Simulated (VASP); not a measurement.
Input of a VASP 6.6.1 run:

File POSCAR:

```
BaTe
1.0
    0.0000000000      3.5325585081      3.5325585081
    3.5325585081      0.0000000000      3.5325585081
    3.5325585081      3.5325585081      0.0000000000
Ba Te
1 1
Direct
    0.0000000000      0.0000000000      0.0000000000
    0.5000000000      0.5000000000      0.5000000000
```

File INCAR.step1:

```
PREC = Accurate ; ENCUT = 520
EDIFF = 1E-5 ; ISMEAR = 0
SIGMA = 0.02 ; LREAL = F
LASPH = T ; NELM = 80
ALGO = Normal ; ISIF = 2
LWAVE = T ; NBANDS = 15
GGA = PE
```

File INCAR.step2:

```
PREC = Accurate ; ENCUT = 520
EDIFF = 1E-7 ; ISMEAR = 0
SIGMA = 0.02 ; LREAL = F
LASPH = T ; NELM = 80
ALGO = Normal ; ISIF = 2
LWAVE = F ; LCHARG = T
GGA = PE ; LHFCALC = T
HFSCREEN = 0.2079 ; PRECFOCK = Normal
LELF = T ; LVHAR = T
NBANDS = 15 ; ISTART = 1
```

Contents of KPOINTS:

```
regular mesh
0
Gamma
  4 4 4
```

Potentials or basis: VASP PAW PBE potentials, release 64 (Ba_sv, Te).

Launch:

```bash
$ cat potpaw_PBE.64/Ba_sv/POTCAR potpaw_PBE.64/Te/POTCAR > POTCAR
$ cp INCAR.step1 INCAR
$ mpirun -np 1 vasp_std > vasp.out
$ cp INCAR.step2 INCAR
$ mpirun -np 1 vasp_std > vasp.out
```

**Question.** Estimate the band gap on the k mesh.

**Answer.** 2.30 eV (least direct gap 2.73 eV).

**Question.** Predict the pressure.

**Answer.** 0.0 GPa.

Caveat: the PAW data sets were made with another functional, which shifts forces and pressure a little; spin-orbit coupling is left out, which moves the levels of the heavy elements. A k mesh can miss the band edges.
